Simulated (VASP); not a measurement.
Crystal: SnSe.

```
CELL_PARAMETERS angstrom
0.00000 3.06903 3.06903
3.06903 0.00000 3.06903
3.06903 3.06903 0.00000
ATOMIC_POSITIONS crystal
Sn 0.00000 0.00000 0.00000
Se 0.50000 0.50000 0.50000
```

Program: VASP 6.6.1. Alike in all runs: task single point; no spin polarisation; cell as given; cutoff (eV) 520; smearing fermi-dirac 0.05 eV.

Question: Order these runs on this cell by their pressure, lowest first.
A. level PBE exchange alone; potentials or basis VASP PAW PBE potentials, release 64 (Sn_d, Se); k mesh 8 × 8 × 8
B. level RPBE+D4; potentials or basis VASP PAW PBE potentials, release 64 (Sn_d, Se); k mesh 8 × 8 × 8
C. level LDA; potentials or basis VASP PAW LDA potentials, release 64 (Sn_d, Se); k mesh 8 × 8 × 8
D. level BHLYP; potentials or basis VASP PAW PBE potentials, release 64 (Sn_d, Se); k mesh 4 × 4 × 4; grid for exact exchange (PRECFOCK) Normal; share of exact exchange 0.5

Answer: C (-5.6 GPa), D (-2.1 GPa), B (3.7 GPa), A (6.8 GPa).

Caveats: some runs use coarse meshes; the cell stands under pressure (at least some runs); the PAW data sets were made with another functional, which shifts forces and pressure a little (at least some runs); the cell stands under tension (at least some runs).
